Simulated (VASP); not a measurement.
# TiO2 (P4_2/mnm) in VASP: a series of runs

The runs below take TiO2 through single point, with PBE.

Everything below comes from runs of VASP 6.6.1. Logs are shortened: lines on timing, memory, paths and dates and some standing lists are left out, and cuts for length are marked.

**Experimental background.**

“Shallow Valence Band of Rutile GeO2 and P-type Doping”, 2020, arxiv:2011.08928 quotes, for a bulk crystal of TiO2 at 1.6 K: band gap 3.03 eV (direct).

How close the calculation comes is told below.

## (1) The cell of the first run

The structure is tetragonal, space group P4_2/mnm (No. 136). Conventional cell: a = 4.643 Å, b = 4.643 Å, c = 2.964 Å, α = 90.00°, β = 90.00°, γ = 90.00°. Ti (site symmetry mmm) has 6 O at 1.96 to 2.00 Å within 2.6 Å. Within 2.6 Å of O (site symmetry m2m) lie 3 Ti at 1.96 to 2.00 Å and 1 O at 2.56 Å.

## (2) Single point, PBE

INCAR reads:

```
SYSTEM = TiO2
PREC = Accurate
ENCUT = 520
EDIFF = 1E-6
ISMEAR = 0
SIGMA = 0.02
LREAL = .FALSE.
LASPH = .TRUE.
NELM = 60
ALGO = Normal
ISIF = 2
LWAVE = .FALSE.
LCHARG = .FALSE.
GGA = PE
NBANDS = 33
```

KPOINTS reads:

```
Automatic mesh
0
G
  6 6 10
  0 0 0
```

POSCAR reads:

```
TiO2
1.0
    4.6433998178      0.0000000000      0.0000000000
    0.0000000000      4.6433998178      0.0000000000
    0.0000000000      0.0000000000      2.9638636879
Ti O
2 4
Direct
    0.0000000000      0.0000000000      0.0000000000
    0.5000000000      0.5000000000      0.5000000000
    0.3050970583      0.3050970583      0.0000000000
    0.1949029417      0.8050970583      0.5000000000
    0.6949029417      0.6949029417      0.0000000000
    0.8050970583      0.1949029417      0.5000000000
```

Potentials or basis: VASP PAW PBE potentials, release 64 (Ti_sv, O).

Run with:

```bash
$ cat potpaw_PBE.64/Ti_sv/POTCAR potpaw_PBE.64/O/POTCAR > POTCAR
$ mpirun -np 1 vasp_std > vasp.out
```

OUTCAR:

```text
SYSTEM = TiO2
   PREC = Accurate
   ENCUT = 520
   EDIFF = 1E-6
   ISMEAR = 0
   LREAL = .FALSE.
   LASPH = .TRUE.
   NELM = 60
   ISIF = 2
   GGA = PE

 ion  position               nearest neighbor table
   1  0.000  0.000  0.000-   4 1.96   6 1.96   4 1.96   6 1.96   5 2.00   3 2.00
   2  0.500  0.500  0.500-   3 1.96   5 1.96   3 1.96   5 1.96   4 2.00   6 2.00
   3  0.305  0.305  0.000-   2 1.96   2 1.96   1 2.00
   4  0.195  0.805  0.500-   1 1.96   1 1.96   2 2.00
   5  0.695  0.695  0.000-   2 1.96   2 1.96   1 2.00
   6  0.805  0.195  0.500-   1 1.96   1 1.96   2 2.00

  LATTYP: Found a simple tetragonal cell.
 ALAT       =     4.6433998178
 C/A-ratio  =     0.6382960340

  Lattice vectors:

 A1 = (   4.6433998178,   0.0000000000,   0.0000000000)
 A2 = (   0.0000000000,   4.6433998178,   0.0000000000)
 A3 = (   0.0000000000,   0.0000000000,   2.9638636879)

Analysis of symmetry for initial positions (statically):
=====================================================================
 Subroutine PRICEL returns:
 Original cell was already a primitive cell.

 Routine SETGRP: Setting up the symmetry group for a
 simple tetragonal supercell.

 Subroutine GETGRP returns: Found 16 space group operations
 (whereof  8 operations were pure point group operations)
 out of a pool of 16 trial point group operations.

The static configuration has the point symmetry D_2h.
 The point group associated with its full space group is D_4h.

Analysis of symmetry for dynamics (positions and initial velocities):
=====================================================================
 Subroutine PRICEL returns:
 Original cell was already a primitive cell.

 Routine SETGRP: Setting up the symmetry group for a
 simple tetragonal supercell.

 Subroutine GETGRP returns: Found 16 space group operations
 (whereof  8 operations were pure point group operations)
 out of a pool of 16 trial point group operations.

The dynamic configuration has the point symmetry D_2h.
 The point group associated with its full space group is D_4h.

 Subroutine INISYM returns: Found 16 space group operations
 (whereof  8 operations are pure point group operations),
 and found     1 'primitive' translations

----------------------------------------------------------------------------------------

                                     Primitive cell

  volume of cell :      63.9043

  direct lattice vectors                    reciprocal lattice vectors
     4.643399818  0.000000000  0.000000000     0.215359443  0.000000000  0.000000000
     0.000000000  4.643399818  0.000000000     0.000000000  0.215359443  0.000000000
     0.000000000  0.000000000  2.963863688     0.000000000  0.000000000  0.337397433

  length of vectors
     4.643399818  4.643399818  2.963863688     0.215359443  0.215359443  0.337397433

  position of ions in fractional coordinates (direct lattice)
     0.000000000  0.000000000  0.000000000
     0.500000000  0.500000000  0.500000000
     0.305097058  0.305097058  0.000000000
     0.194902942  0.805097058  0.500000000
     0.694902942  0.694902942  0.000000000
     0.805097058  0.194902942  0.500000000

  ion indices of the primitive-cell ions
   primitive index   ion index
                 1           1
                 2           2
                 3           3
                 4           4
                 5           5
                 6           6

----------------------------------------------------------------------------------------

 KPOINTS: Automatic mesh

Automatic generation of k-mesh.
 Grid dimensions read from file:
 generate k-points for:    6    6   10

 Generating k-lattice:

  Cartesian coordinates                     Fractional coordinates (reciprocal lattice)
     0.035893241  0.000000000  0.000000000     0.166666667  0.000000000  0.000000000
     0.000000000  0.035893241  0.000000000     0.000000000  0.166666667  0.000000000
     0.000000000  0.000000000  0.033739743     0.000000000  0.000000000  0.100000000

  Length of vectors
     0.035893241  0.035893241  0.033739743

  Shift w.r.t. Gamma in fractional coordinates (k-lattice)
     0.000000000  0.000000000  0.000000000

 Subroutine IBZKPT returns following result:
 ===========================================

 Found     60 irreducible k-points:

 Following reciprocal coordinates:
            Coordinates               Weight
  0.000000  0.000000  0.000000      1.000000
  0.166667  0.000000  0.000000      4.000000
  0.333333  0.000000  0.000000      4.000000
  0.500000  0.000000  0.000000      2.000000
  0.166667  0.166667  0.000000      4.000000
  0.333333  0.166667  0.000000      8.000000
[... 16 lines left out ...]
  0.333333  0.000000  0.200000      8.000000
  0.500000  0.000000  0.200000      4.000000
 [... further k-points ...]
   k-points           NKPTS =     60   k-points in BZ     NKDIM =     60   number of bands    NBANDS=     33
   number of dos      NEDOS =    301   number of ions     NIONS =      6
   total plane-waves  NPLWV =  31104
   dimension x,y,z NGX =    36 NGY =   36 NGZ =   24
   dimension x,y,z NGXF=    72 NGYF=   72 NGZF=   48
   ions per type =               2   4
   NGX,Y,Z   is equivalent  to a cutoff of  12.89, 12.89, 13.46 a.u.
   NGXF,Y,Z  is equivalent  to a cutoff of  25.78, 25.78, 26.92 a.u.
 SYSTEM =  TiO2
   PREC   = accura    normal or accurate (medium, high low for compatibility)
   ISTART =      0    job   : 0-new  1-cont  2-samecut
   ICHARG =      2    charge: 1-file 2-atom 10-const
   ISPIN  =      1    spin polarized calculation?
   LNONCOLLINEAR =      F non collinear calculations
   LSORBIT =      F    spin-orbit coupling
   LASPH  =      T    aspherical Exc in radial PAW
   ENCUT  =  520.0 eV  38.22 Ry    6.18 a.u.   8.63  8.63  5.51*2*pi/ulx,y,z
   NELM   =     60;   NELMIN=  2; NELMDL= -5     # of ELM steps
   EDIFF  = 0.1E-05   stopping-criterion for ELM
   LREAL  =      F    real-space projection
   EDIFFG = 0.1E-04   stopping-criterion for IOM
   NSW    =      0    number of steps for IOM
   IBRION =     -1    ionic relax: 0-MD 1-quasi-New 2-CG
   NFREE  =      0    steps in history (QN), initial steepest desc. (CG)
   ISIF   =      2    stress and relaxation
   ISYM   =      2    0-nonsym 1-usesym 2-fastsym
   POTIM  = 0.5000    time-step for ionic-motion
   TEBEG  =    0.0;   TEEND  =   0.0 temperature during run
   PSTRESS=    0.0 pullay stress
   NELECT =      48.0000    total number of electrons
   NUPDOWN=      -1.0000    fix difference up-down
   EMIN   =  10.00;   EMAX   =-10.00  energy-range for DOS
   EFERMI =   0.00;   METHOD = LEGACY
   ISMEAR =     0;   SIGMA  =   0.02  broadening in eV -4-tet -1-fermi 0-gaus
   EFERMI_NEDOS =   21; number of points for ismear=-14 and -15
   IALGO  =     38    algorithm
   IMIX   =      4    mixing-type and parameters
     AMIX     =   0.40;   BMIX     =  1.00
     AMIX_MAG =   1.60;   BMIX_MAG =  1.00
  volume/ion in A,a.u.               =      10.65        71.87
  Fermi-wavevector in a.u.,A,eV,Ry     =   1.488145  2.812185 30.131111  2.214574
  Thomas-Fermi vector in A             =   2.601216
   LORBIT       =      0    0 simple, 1 ext, 2 COOP (PROOUT), +10 PAW based schemes
   GGA     = PE    functional components
   LHFCALC =     F    Hartree Fock is set to
   AEXX    =    0.0000 exact exchange contribution
   IVDW    =     0    specifies the selected vdW correction
   LEPSILON=     F    determine dielectric tensor
   LRPA    =     F    only Hartree local field effects (RPA)
 non-spin polarized calculation
 Gauss-broadening in eV      SIGMA  =   0.02
  energy-cutoff  :      520.00
  volume of cell :       63.90
 maximum number of plane-waves:      1748
 NGX is ok and might be reduce to    36
   NGX = 17   NGY = 17   NGZ = 11

 number of electron      48.0000020 magnetization

 Free energy of the ion-electron system (eV)
  ---------------------------------------------------
  ext. energy  EPLUGINS =         0.00000000
  ---------------------------------------------------
  free energy    TOTEN  =       -53.67625255 eV

  energy without entropy =      -53.67625255  energy(sigma->0) =      -53.67625255

 E-fermi :   4.6963     XC(G=0): -11.2845

 val. band max:        4.5770586894   @ k =   0.0000   0.0000   0.0000
 cond. band min:       6.4109420511   @ k =   0.0000   0.0000   0.0000
 fundamental gap:      1.8338833617
 Fermi energy:         4.6962966946

 k-point     1 :       0.0000    0.0000    0.0000
  band No.  band energies     occupation
      1     -52.3829      2.00000
      2     -52.3681      2.00000
      3     -28.6697      2.00000
      4     -28.6697      2.00000
      5     -28.5198      2.00000
      6     -28.5198      2.00000
[... 25 lines left out ...]
     32      11.0457      0.00000
     33      11.0458      0.00000

 k-point     2 :       0.1667    0.0000    0.0000
  band No.  band energies     occupation
      1     -52.3819      2.00000
      2     -52.3691      2.00000
      3     -28.6619      2.00000
      4     -28.6612      2.00000
      5     -28.5292      2.00000
      6     -28.5285      2.00000
[... 25 lines left out ...]
     32      10.9598      0.00000
     33      10.9776      0.00000

 k-point     3 :       0.3333    0.0000    0.0000
  band No.  band energies     occupation
      1     -52.3792      2.00000
      2     -52.3718      2.00000
      3     -28.6415      2.00000
      4     -28.6398      2.00000
      5     -28.5523      2.00000
      6     -28.5505      2.00000
[... 25 lines left out ...]
     32      10.7884      0.00000
     33      10.8223      0.00000

 k-point     4 :       0.5000    0.0000    0.0000
  band No.  band energies     occupation
      1     -52.3755      2.00000
      2     -52.3755      2.00000
      3     -28.6246      2.00000
      4     -28.6246      2.00000
      5     -28.5683      2.00000
      6     -28.5683      2.00000
[... 25 lines left out ...]
     32      10.4544      0.00000
     33      10.7181      0.00000

 k-point     5 :       0.1667    0.1667    0.0000
  band No.  band energies     occupation
      1     -52.3811      2.00000
      2     -52.3699      2.00000
      3     -28.6723      2.00000
      4     -28.6387      2.00000
      5     -28.5529      2.00000
      6     -28.5182      2.00000
[... 604 lines left out ...]
 k-point    22 :       0.1667    0.0000    0.2000
  band No.  band energies     occupation
      1     -52.3674      2.00000
      2     -52.3570      2.00000
      3     -28.6388      2.00000
      4     -28.6248      2.00000
      5     -28.6094      2.00000
      6     -28.6062      2.00000
[... 25 lines left out ...]
     32      10.3485      0.00000
     33      10.5628      0.00000

 k-point    23 :       0.3333    0.0000    0.2000
  band No.  band energies     occupation
      1     -52.3652      2.00000
      2     -52.3591      2.00000
      3     -28.6401      2.00000
      4     -28.6217      2.00000
      5     -28.6033      2.00000
      6     -28.5906      2.00000
[... 25 lines left out ...]
     32       9.9592      0.00000
     33      10.5637      0.00000

 k-point    24 :       0.5000    0.0000    0.2000
  band No.  band energies     occupation
      1     -52.3621      2.00000
      2     -52.3621      2.00000
      3     -28.6327      2.00000
      4     -28.6327      2.00000
      5     -28.5869      2.00000
      6     -28.5869      2.00000
[... 25 lines left out ...]
     32       9.7611      0.00000
     33      10.9140      0.00000

 [... further k-points ...]

------------------------ aborting loop because EDIFF is reached ----------------------------------------

  FORCE on cell =-STRESS in cart. coord.  units (eV):
  Direction    XX          YY          ZZ          XY          YZ          ZX
  --------------------------------------------------------------------------------------
  -------------------------------------------------------------------------------------
  Total        0.2181942      0.2181942      0.3483719      0.0000000      0.0000000      0.0000000
  in kB        5.4704553      5.4704553      8.7342045      0.0000000      0.0000000      0.0000000
  external PRESSURE =       6.5583717 kB  Pullay stress =       0.0000000 kB

 VOLUME and BASIS-vectors are now :
 -----------------------------------------------------------------------------
  energy-cutoff  :      520.00
  volume of cell :       63.90
      direct lattice vectors                 reciprocal lattice vectors
     4.643399818  0.000000000  0.000000000     0.215359443  0.000000000  0.000000000
     0.000000000  4.643399818  0.000000000     0.000000000  0.215359443  0.000000000
     0.000000000  0.000000000  2.963863688     0.000000000  0.000000000  0.337397433

 POSITION                                       TOTAL-FORCE (eV/Angst)
 -----------------------------------------------------------------------------------
      0.00000      0.00000      0.00000         0.000000      0.000000     -0.000000
      2.32170      2.32170      1.48193         0.000000      0.000000     -0.000000
      1.41669      1.41669      0.00000        -0.017390     -0.017390      0.000000
      0.90501      3.73839      1.48193         0.017390     -0.017390     -0.000000
      3.22671      3.22671      0.00000         0.017390      0.017390     -0.000000
      3.73839      0.90501      1.48193        -0.017390      0.017390     -0.000000
 -----------------------------------------------------------------------------------
    total drift:                               -0.000000      0.000000     -0.000000

  FREE ENERGIE OF THE ION-ELECTRON SYSTEM (eV)
  ---------------------------------------------------
  free  energy   TOTEN  =       -53.6762525512 eV

  energy  without entropy=      -53.6762525512  energy(sigma->0) =      -53.67625255
```

Wall time 2.4 min (1 thread of AMD EPYC 7R43 (Zen 3), shared host); peak memory 0.2 GiB.

What came out:

```
Free energy            : -53.6763 eV
Pressure               : 0.7 GPa
Largest force          : 0.025 eV/Å
Band gap on the k mesh : 1.83 eV, direct
```

Forces in eV/Å, atoms in the order of the input:
```
Ti   0.000  0.000  0.000
Ti   0.000  0.000  0.000
O   -0.017 -0.017  0.000
O    0.017 -0.017  0.000
O    0.017  0.017  0.000
O   -0.017  0.017  0.000
```

## (3) Single point, PBE

INCAR reads:

```
ALGO = Normal
EDIFF = 1E-6
ENCUT = 520
GGA = PE
ISIF = 2
ISMEAR = 0
LASPH = True
LCHARG = True
LELF = True
LREAL = False
LVHAR = True
LWAVE = False
NBANDS = 33
NELM = 60
PREC = Accurate
SIGMA = 0.05
```

KPOINTS reads:

```
k-points
0
Gamma
  6 6 10
```

POSCAR is that of step 2.

Potentials or basis: VASP PAW PBE potentials, release 64 (Ti_sv, O).

Run with:

```bash
$ cat potpaw_PBE.64/Ti_sv/POTCAR potpaw_PBE.64/O/POTCAR > POTCAR
$ mpirun -np 1 vasp_std > vasp.out
```

It took 2.5 min on 1 thread of AMD EPYC 7R43 (Zen 3), shared host; peak memory 0.2 GiB.

Results (log left out):

| Property | Result |
| --- | --- |
| Free energy | -53.6763 eV |
| Pressure | 0.7 GPa |
| Largest force | 0.025 eV/Å |
| Band gap on the k mesh | 1.83 eV, direct |

Forces on the atoms (eV/Å):
```
Ti   0.000  0.000  0.000
Ti   0.000  0.000  0.000
O   -0.017 -0.017  0.000
O    0.017 -0.017  0.000
O    0.017  0.017  0.000
O   -0.017  0.017  0.000
```

Stress tensor (GPa, compression positive):
```
0.55 0.00 0.00
0.00 0.55 0.00
0.00 0.00 0.87
```

Levels at points of the mesh, in eV from the valence-band top:
| k point | band 20 | band 21 | band 22 | band 23 | band 24 | band 25 | band 26 | band 27 | band 28 | band 29 |
| --- | --- | --- | --- | --- | --- | --- | --- | --- | --- | --- |
| (0.00, 0.00, 0.00) | -1.89 | -0.67 | -0.43 | -0.43 | 0.00 | 1.83 | 2.12 | 2.39 | 2.46 | 2.46 |
| (0.50, 0.00, 0.00) | -2.97 | -1.55 | -1.55 | -0.71 | -0.71 | 2.48 | 2.48 | 2.95 | 2.95 | 3.50 |
| (0.50, 0.50, 0.00) | -2.11 | -1.24 | -1.24 | -1.04 | -1.04 | 1.87 | 1.87 | 2.48 | 2.48 | 3.75 |
| (0.00, 0.00, 0.50) | -2.74 | -2.23 | -2.23 | -1.40 | -1.40 | 2.88 | 2.88 | 3.14 | 3.14 | 3.58 |
| (0.50, 0.00, 0.50) | -2.32 | -1.99 | -1.99 | -0.98 | -0.98 | 1.88 | 1.88 | 3.16 | 3.16 | 3.81 |
| (0.50, 0.50, 0.50) | -2.71 | -1.21 | -1.21 | -0.67 | -0.67 | 2.53 | 2.53 | 3.15 | 3.15 | 3.18 |

## (4) How close it comes

Step 2. Measured gap of TiO2: 3.03 eV (direct; 1.6 K; quoted in “Shallow Valence Band of Rutile GeO2 and P-type Doping”, 2020, arxiv:2011.08928). This calculation gives 1.83 eV (-1.20 eV). 2 values of this kind are on record in papers (3.03 to 3.05 eV); this one was drawn at random among those near their median. The value is that of PBE on a finite k mesh, which can miss the band edges, without temperature or zero-point motion. Semilocal functionals fall short of measured gaps as a rule.

Step 3. Against the measured gap of TiO2, 3.03 eV (direct; 1.6 K; quoted in “Shallow Valence Band of Rutile GeO2 and P-type Doping”, 2020, arxiv:2011.08928), the calculated 1.83 eV is off by -1.20 eV. 2 values of this kind are on record in papers (3.03 to 3.05 eV); this one was drawn at random among those near their median. The value is that of PBE on a finite k mesh, which can miss the band edges, without temperature or zero-point motion. Semilocal functionals fall short of measured gaps as a rule.
